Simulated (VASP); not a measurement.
# Cu (P6_3/mmc) in VASP: further runs

The runs below take Cu through single point, with PBEsol.

All numbers are computed with VASP 6.6.1; they aren't measurements. Logs are shortened: lines on timing, memory, paths and dates and some standing lists are left out, and cuts for length are marked.

### Step 1. The cell of the first run

It takes space group P6_3/mmc (No. 194, hexagonal). Conventional cell: a = 2.420 Å, b = 2.420 Å, c = 3.952 Å, α = 90.00°, β = 90.00°, γ = 120.00°. Within 3.2 Å of Cu (site symmetry -6m2) lie 12 Cu at 2.42 Å.

### Step 2. Single point, PBEsol (equal strain along all axes, cell held: -4.0 %)

INCAR reads:

```
PREC = Accurate ; ENCUT = 520
EDIFF = 1E-6 ; ISMEAR = 0
SIGMA = 0.1 ; LREAL = False
LASPH = True ; NELM = 100
ALGO = Fast ; ISIF = 2
LWAVE = False ; LCHARG = False
GGA = PS ; NBANDS = 18
```

KPOINTS reads:

```
regular mesh
0
Gamma
  24 24 12
```

POSCAR reads:

```
Cu
1.0
    2.4197673842      0.0000000000      0.0000000000
   -1.2098836921      2.0955800260      0.0000000000
    0.0000000000      0.0000000000      3.9518623368
Cu
2
Direct
    0.3333333333      0.6666666667      0.2500000000
    0.6666666667      0.3333333333      0.7500000000
```

Potentials or basis: VASP PAW PBE potentials, release 64 (Cu).

On the command line:

```bash
$ cat potpaw_PBE.64/Cu/POTCAR > POTCAR
$ mpirun -np 1 vasp_std > vasp.out
```

OUTCAR:

```text
PREC = Accurate
   ENCUT = 520
   EDIFF = 1E-6
   ISMEAR = 0
   LREAL = False
   LASPH = True
   NELM = 100
   ISIF = 2
   GGA = PS

 ion  position               nearest neighbor table
   1  0.333  0.667  0.250-   2 2.42   2 2.42   2 2.42   2 2.42   2 2.42   2 2.42
   2  0.667  0.333  0.750-   1 2.42   1 2.42   1 2.42   1 2.42   1 2.42   1 2.42

  LATTYP: Found a hexagonal cell.
 ALAT       =     2.4197673842
 C/A-ratio  =     1.6331579484

  Lattice vectors:

 A1 = (   2.4197673842,   0.0000000000,   0.0000000000)
 A2 = (  -1.2098836921,   2.0955800260,   0.0000000000)
 A3 = (   0.0000000000,   0.0000000000,   3.9518623368)

Analysis of symmetry for initial positions (statically):
=====================================================================
 Subroutine PRICEL returns:
 Original cell was already a primitive cell.

 Routine SETGRP: Setting up the symmetry group for a
 hexagonal supercell.

 Subroutine GETGRP returns: Found 24 space group operations
 (whereof 12 operations were pure point group operations)
 out of a pool of 24 trial point group operations.

The static configuration has the point symmetry D_3d.
 The point group associated with its full space group is D_6h.

Analysis of symmetry for dynamics (positions and initial velocities):
=====================================================================
 Subroutine PRICEL returns:
 Original cell was already a primitive cell.

 Routine SETGRP: Setting up the symmetry group for a
 hexagonal supercell.

 Subroutine GETGRP returns: Found 24 space group operations
 (whereof 12 operations were pure point group operations)
 out of a pool of 24 trial point group operations.

The dynamic configuration has the point symmetry D_3d.
 The point group associated with its full space group is D_6h.

 Subroutine INISYM returns: Found 24 space group operations
 (whereof 12 operations are pure point group operations),
 and found     1 'primitive' translations

----------------------------------------------------------------------------------------

                                     Primitive cell

  volume of cell :      20.0392

  direct lattice vectors                    reciprocal lattice vectors
     2.419767384  0.000000000  0.000000000     0.413262864  0.238597426  0.000000000
    -1.209883692  2.095580026  0.000000000     0.000000000  0.477194852  0.000000000
     0.000000000  0.000000000  3.951862337     0.000000000  0.000000000  0.253045252

  length of vectors
     2.419767384  2.419767384  3.951862337     0.477194852  0.477194852  0.253045252

  position of ions in fractional coordinates (direct lattice)
     0.333333333  0.666666667  0.250000000
     0.666666667  0.333333333  0.750000000

  ion indices of the primitive-cell ions
   primitive index   ion index
                 1           1
                 2           2

----------------------------------------------------------------------------------------

 KPOINTS: regular mesh

Automatic generation of k-mesh.
 Grid dimensions read from file:
 generate k-points for:   24   24   12

 Generating k-lattice:

  Cartesian coordinates                     Fractional coordinates (reciprocal lattice)
     0.017219286  0.009941559  0.000000000     0.041666667 -0.000000000  0.000000000
     0.000000000  0.019883119  0.000000000     0.000000000  0.041666667  0.000000000
     0.000000000  0.000000000  0.021087104     0.000000000  0.000000000  0.083333333

  Length of vectors
     0.019883119  0.019883119  0.021087104

  Shift w.r.t. Gamma in fractional coordinates (k-lattice)
     0.000000000  0.000000000  0.000000000

 Subroutine IBZKPT returns following result:
 ===========================================

 Found    427 irreducible k-points:

 Following reciprocal coordinates:
            Coordinates               Weight
  0.000000  0.000000  0.000000      1.000000
  0.041667 -0.000000  0.000000      6.000000
  0.083333  0.000000  0.000000      6.000000
  0.125000  0.000000  0.000000      6.000000
  0.166667 -0.000000  0.000000      6.000000
  0.208333  0.000000  0.000000      6.000000
[... 16 lines left out ...]
  0.416667  0.041667  0.000000     12.000000
  0.458333  0.041667  0.000000     12.000000
 [... further k-points ...]
   k-points           NKPTS =    427   k-points in BZ     NKDIM =    427   number of bands    NBANDS=     18
   number of dos      NEDOS =    301   number of ions     NIONS =      2
   total plane-waves  NPLWV =   9720
   dimension x,y,z NGX =    18 NGY =   18 NGZ =   30
   dimension x,y,z NGXF=    36 NGYF=   36 NGZF=   60
   ions per type =               2
   NGX,Y,Z   is equivalent  to a cutoff of  12.37, 12.37, 12.62 a.u.
   NGXF,Y,Z  is equivalent  to a cutoff of  24.73, 24.73, 25.24 a.u.
 SYSTEM =  unknown system
   PREC   = accura    normal or accurate (medium, high low for compatibility)
   ISTART =      0    job   : 0-new  1-cont  2-samecut
   ICHARG =      2    charge: 1-file 2-atom 10-const
   ISPIN  =      1    spin polarized calculation?
   LNONCOLLINEAR =      F non collinear calculations
   LSORBIT =      F    spin-orbit coupling
   LASPH  =      T    aspherical Exc in radial PAW
   ENCUT  =  520.0 eV  38.22 Ry    6.18 a.u.   4.50  4.50  7.35*2*pi/ulx,y,z
   NELM   =    100;   NELMIN=  2; NELMDL= -5     # of ELM steps
   EDIFF  = 0.1E-05   stopping-criterion for ELM
   LREAL  =      F    real-space projection
   EDIFFG = 0.1E-04   stopping-criterion for IOM
   NSW    =      0    number of steps for IOM
   IBRION =     -1    ionic relax: 0-MD 1-quasi-New 2-CG
   NFREE  =      0    steps in history (QN), initial steepest desc. (CG)
   ISIF   =      2    stress and relaxation
   ISYM   =      2    0-nonsym 1-usesym 2-fastsym
   POTIM  = 0.5000    time-step for ionic-motion
   TEBEG  =    0.0;   TEEND  =   0.0 temperature during run
   PSTRESS=    0.0 pullay stress
   NELECT =      22.0000    total number of electrons
   NUPDOWN=      -1.0000    fix difference up-down
   EMIN   =  10.00;   EMAX   =-10.00  energy-range for DOS
   EFERMI =   0.00;   METHOD = LEGACY
   ISMEAR =     0;   SIGMA  =   0.10  broadening in eV -4-tet -1-fermi 0-gaus
   EFERMI_NEDOS =   21; number of points for ismear=-14 and -15
   IALGO  =     68    algorithm
   IMIX   =      4    mixing-type and parameters
     AMIX     =   0.40;   BMIX     =  1.00
     AMIX_MAG =   1.60;   BMIX_MAG =  1.00
  volume/ion in A,a.u.               =      10.02        67.62
  Fermi-wavevector in a.u.,A,eV,Ry     =   1.688843  3.191450 38.806390  2.852189
  Thomas-Fermi vector in A             =   2.771076
   LORBIT       =      0    0 simple, 1 ext, 2 COOP (PROOUT), +10 PAW based schemes
   GGA     = PS    functional components
   LHFCALC =     F    Hartree Fock is set to
   AEXX    =    0.0000 exact exchange contribution
   IVDW    =     0    specifies the selected vdW correction
   LEPSILON=     F    determine dielectric tensor
   LRPA    =     F    only Hartree local field effects (RPA)
 non-spin polarized calculation
 RMM-DIIS sequential band-by-band and
 Gauss-broadening in eV      SIGMA  =   0.10
  energy-cutoff  :      520.00
  volume of cell :       20.04
 maximum number of plane-waves:       558
 NGX is ok and might be reduce to    18
   NGX =  9   NGY =  9   NGZ = 15

 number of electron      22.0000037 magnetization

 Free energy of the ion-electron system (eV)
  ---------------------------------------------------
  ext. energy  EPLUGINS =         0.00000000
  ---------------------------------------------------
  free energy    TOTEN  =        -8.38807537 eV

  energy without entropy =       -8.38542544  energy(sigma->0) =       -8.38675041

 E-fermi :   9.5965     XC(G=0): -13.8980

 val. band max:        9.5926920238   @ k =   0.2917   0.2083   0.2500
 cond. band min:       9.6037757097   @ k =   0.5000   0.0000   0.0000
 fundamental gap:      0.0110836859
 Fermi energy:         9.5965025031

 k-point     1 :       0.0000    0.0000    0.0000
  band No.  band energies     occupation
      1      -1.1026      2.00000
      2       3.4967      2.00000
      3       6.0199      2.00000
      4       6.0950      2.00000
      5       6.0950      2.00000
      6       6.3678      2.00000
[... 10 lines left out ...]
     17      35.3591      0.00000
     18      35.4611      0.00000

 k-point     2 :       0.0417   -0.0000    0.0000
  band No.  band energies     occupation
      1      -1.0391      2.00000
      2       3.5355      2.00000
      3       5.9622      2.00000
      4       6.1213      2.00000
      5       6.1454      2.00000
      6       6.3538      2.00000
[... 10 lines left out ...]
     17      35.5023      0.00000
     18      35.6731      0.00000

 k-point     3 :       0.0833    0.0000    0.0000
  band No.  band energies     occupation
      1      -0.8498      2.00000
      2       3.6478      2.00000
      3       5.8627      2.00000
      4       6.1991      2.00000
      5       6.2191      2.00000
      6       6.3209      2.00000
[... 10 lines left out ...]
     17      35.5335      0.00000
     18      36.1567      0.00000

 k-point     4 :       0.1250    0.0000    0.0000
  band No.  band energies     occupation
      1      -0.5384      2.00000
      2       3.8205      2.00000
      3       5.7438      2.00000
      4       6.1918      2.00000
      5       6.2190      2.00000
      6       6.3248      2.00000
[... 375 lines left out ...]
      4       5.6077      2.00000
      5       6.0327      2.00000
      6       6.1908      2.00000
[... 10 lines left out ...]
     17      24.8343      0.00000
     18      31.7992      0.00000

 k-point    23 :       0.4167    0.0417    0.0000
  band No.  band energies     occupation
      1       3.6435      2.00000
      2       4.1548      2.00000
      3       4.3815      2.00000
      4       5.7652      2.00000
      5       6.0014      2.00000
      6       6.1364      2.00000
[... 10 lines left out ...]
     17      23.8868      0.00000
     18      31.6459      0.00000

 k-point    24 :       0.4583    0.0417    0.0000
  band No.  band energies     occupation
      1       3.8381      2.00000
      2       4.0815      2.00000
      3       4.3389      2.00000
      4       5.8814      2.00000
      5       5.9868      2.00000
      6       6.1069      2.00000
[... 10 lines left out ...]
     17      23.5968      0.00000
     18      31.8899      0.00000

 [... further k-points ...]
[... 5 lines left out ...]
  --------------------------------------------------------------------------------------
  -------------------------------------------------------------------------------------
  Total        3.5588883      3.5588883      3.6563864      0.0000000      0.0000000      0.0000000
  in kB      284.5412719    284.5412719    292.3364663      0.0000000      0.0000000      0.0000000
  external PRESSURE =     287.1396700 kB  Pullay stress =       0.0000000 kB

 VOLUME and BASIS-vectors are now :
 -----------------------------------------------------------------------------
  energy-cutoff  :      520.00
  volume of cell :       20.04
      direct lattice vectors                 reciprocal lattice vectors
     2.419767384  0.000000000  0.000000000     0.413262864  0.238597426  0.000000000
    -1.209883692  2.095580026  0.000000000     0.000000000  0.477194852  0.000000000
     0.000000000  0.000000000  3.951862337     0.000000000  0.000000000  0.253045252

 POSITION                                       TOTAL-FORCE (eV/Angst)
 -----------------------------------------------------------------------------------
     -0.00000      1.39705      0.98797        -0.000000     -0.000000      0.000000
      1.20988      0.69853      2.96390         0.000000      0.000000      0.000000
 -----------------------------------------------------------------------------------
    total drift:                               -0.000000      0.000000     -0.000000

  FREE ENERGIE OF THE ION-ELECTRON SYSTEM (eV)
  ---------------------------------------------------
  free  energy   TOTEN  =        -8.3880753747 eV

  energy  without entropy=       -8.3854254356  energy(sigma->0) =       -8.38675041
```

Wall time 72 s (1 thread of AMD EPYC 9R45 (Zen 5), shared host); peak memory 0.2 GiB.

Results:

```yaml
Free_energy: -8.3881 eV
Pressure: 28.7 GPa
Band_gap_on_the_k_mesh: zero (band 11 reaches 14.07 eV, above the bottom of band 12 at 7.41 eV)
```

Stress tensor (GPa, compression positive):
```
28.45  0.00  0.00
 0.00 28.45  0.00
 0.00  0.00 29.23
```

Levels at points of the mesh, in eV from the Fermi level:
| k point | band 8 | band 9 | band 10 | band 11 | band 12 | band 13 | band 14 | band 15 |
| --- | --- | --- | --- | --- | --- | --- | --- | --- |
| (0.00, 0.00, 0.00) | -2.86 | -2.86 | -1.90 | -1.90 | -1.53 | 4.66 | 22.68 | 24.35 |
| (0.50, 0.00, 0.00) | -1.78 | -1.72 | -1.65 | 0.01 | 1.93 | 8.56 | 9.16 | 11.75 |
| (0.00, 0.00, 0.50) | -3.55 | -2.18 | -2.18 | -2.18 | -2.18 | 13.89 | 13.89 | 23.44 |
| (0.50, 0.00, 0.50) | -2.17 | -1.70 | -1.70 | 0.31 | 0.31 | 5.81 | 5.81 | 17.87 |

Caveat: the cell differs from its parent crystal (equal strain along all axes, cell held: -4.0 %); the PAW data sets were made with another functional, which shifts forces and pressure a little.

### Step 3. Single point, PBEsol (equal strain along all axes, cell held: -2.0 %)

INCAR reads:

```
ALGO = Fast
EDIFF = 1E-7
ENCUT = 520
GGA = PS
ISIF = 2
ISMEAR = 0
LASPH = True
LCHARG = True
LELF = True
LREAL = False
LVHAR = True
LWAVE = False
NBANDS = 18
NELM = 60
PREC = Accurate
SIGMA = 0.1
```

KPOINTS reads:

```
k-points
0
Gamma
  24 24 12
```

POSCAR reads:

```
Cu
1.0
    2.4701792047      0.0000000000      0.0000000000
   -1.2350896024      2.1392379432      0.0000000000
    0.0000000000      0.0000000000      4.0341928022
Cu
2
Direct
    0.3333333333      0.6666666667      0.2500000000
    0.6666666667      0.3333333333      0.7500000000
```

Potentials or basis: VASP PAW PBE potentials, release 64 (Cu).

On the command line:

```bash
$ cat potpaw_PBE.64/Cu/POTCAR > POTCAR
$ mpirun -np 1 vasp_std > vasp.out
```

Wall time 91 s (1 thread of AMD EPYC 9R45 (Zen 5), shared host); peak memory 0.21 GiB.

The run converged. Its results:

```
Free energy            : -8.5488 eV
Pressure               : 12.5 GPa
Band gap on the k mesh : zero (band 11 reaches 13.02 eV, above the bottom of band 12 at 6.64 eV)
```

Stress tensor (GPa, compression positive):
```
12.25  0.00  0.00
 0.00 12.25  0.00
 0.00  0.00 12.96
```

Levels at points of the mesh, in eV from the Fermi level:
| k point | band 8 | band 9 | band 10 | band 11 | band 12 | band 13 | band 14 | band 15 |
| --- | --- | --- | --- | --- | --- | --- | --- | --- |
| (0.00, 0.00, 0.00) | -2.69 | -2.69 | -1.81 | -1.81 | -1.32 | 4.31 | 22.20 | 23.33 |
| (0.50, 0.00, 0.00) | -1.70 | -1.65 | -1.59 | 0.01 | 1.79 | 8.25 | 8.75 | 11.34 |
| (0.00, 0.00, 0.50) | -3.32 | -2.07 | -2.07 | -2.07 | -2.07 | 13.33 | 13.33 | 22.93 |
| (0.50, 0.00, 0.50) | -2.04 | -1.63 | -1.63 | 0.38 | 0.38 | 5.43 | 5.43 | 17.18 |

Caveat: the cell differs from its parent crystal (equal strain along all axes, cell held: -2.0 %); the PAW data sets were made with another functional, which shifts forces and pressure a little.
